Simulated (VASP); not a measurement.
Write the native input for VASP 6.6.1 that does the following.

```
Task                   : single point
Functional             : r2SCAN
Potentials or basis    : VASP PAW PBE potentials, release 64 (Ta_pv, N)
Cutoff                 : 520 eV
k mesh                 : 10 × 10 × 10
Occupations            : gaussian, width 0.1 eV
Spin                   : no spin polarisation
Dipole correction      : no
Further INCAR settings : ALGO = Normal; EDIFF = 1e-07; NBANDS = 44
```

The system is Ta4N5.

```xyz
9
Lattice="-3.2770 3.2770 2.0586 3.2770 -3.2770 2.0586 3.2770 3.2770 -2.0586" Properties=species:S:1:pos:R:3 pbc="T T T"
Ta    0.6841    1.8768    2.0586
Ta    1.8768   -0.6841    2.0586
Ta    1.4002    3.9611    0.0000
Ta    2.5929    1.4002    0.0000
N     0.0000    0.0000    2.0586
N    -1.3241    2.6892    2.0586
N     2.6892    1.3241    2.0586
N     0.5878    1.9530    0.0000
N     4.6011    0.5878    0.0000
```

These files were run (other wordings do the same):

POSCAR

```
Ta4N5
1.0
   -3.2770109175      3.2770109175      2.0585561302
    3.2770109175     -3.2770109175      2.0585561302
    3.2770109175      3.2770109175     -2.0585561302
Ta N
4 5
Direct
    0.7863655261      0.6043730865      0.3907386126
    0.3956269135      0.7863655261      0.1819924395
    0.6043730865      0.2136344739      0.8180075605
    0.2136344739      0.3956269135      0.6092613874
    0.5000000000      0.5000000000      0.0000000000
    0.9103135213      0.2979788098      0.2082923311
    0.7020211902      0.9103135213      0.6123347115
    0.2979788098      0.0896864787      0.3876652885
    0.0896864787      0.7020211902      0.7917076689
```

INCAR.step1

```
  PREC = Accurate
  ENCUT = 520
  ISMEAR = 0
  SIGMA = 0.1
  LREAL = F
  LASPH = T
  NELM = 80
  NBANDS = 44
  GGA = PE
  ALGO = Normal
  EDIFF = 1E-4
  LWAVE = T
  LCHARG = F
```

INCAR.step2

```
  PREC = Accurate
  ENCUT = 520
  EDIFF = 1E-7
  ISMEAR = 0
  SIGMA = 0.1
  LREAL = F
  LASPH = T
  NELM = 80
  ALGO = Normal
  ISIF = 2
  LWAVE = F
  LCHARG = T
  METAGGA = R2SCAN
  LMIXTAU = T
  LELF = T
  LVHAR = T
  NBANDS = 44
  ISTART = 1
```

KPOINTS

```
Automatic mesh
0
Gamma
  10 10 10
```

Potentials or basis: VASP PAW PBE potentials, release 64 (Ta_pv, N).

The run is started by

```sh
$ cat potpaw_PBE.64/Ta_pv/POTCAR potpaw_PBE.64/N/POTCAR > POTCAR
$ cp INCAR.step1 INCAR
$ mpirun -np 1 vasp_std > vasp.out
$ cp INCAR.step2 INCAR
$ mpirun -np 1 vasp_std > vasp.out
```

It gave:

| Property | Result |
| --- | --- |
| Pressure | 54.1 GPa |
| Largest force | 0.048 eV/Å |
| Band gap on the k mesh | zero (an odd number of electrons rules out a gap without spin polarisation) |

Caveat: the cell stands under pressure; the PAW data sets were made with another functional, which shifts forces and pressure a little; spin-orbit coupling is left out, which moves the levels of the heavy elements; an odd number of electrons without spin polarisation forces a metal; a magnetic or distorted state may lie lower.

It took 74 min on 1 thread of Oxide Virtual Turin-like Processor, on a shared host, peak memory 0.52 GiB.
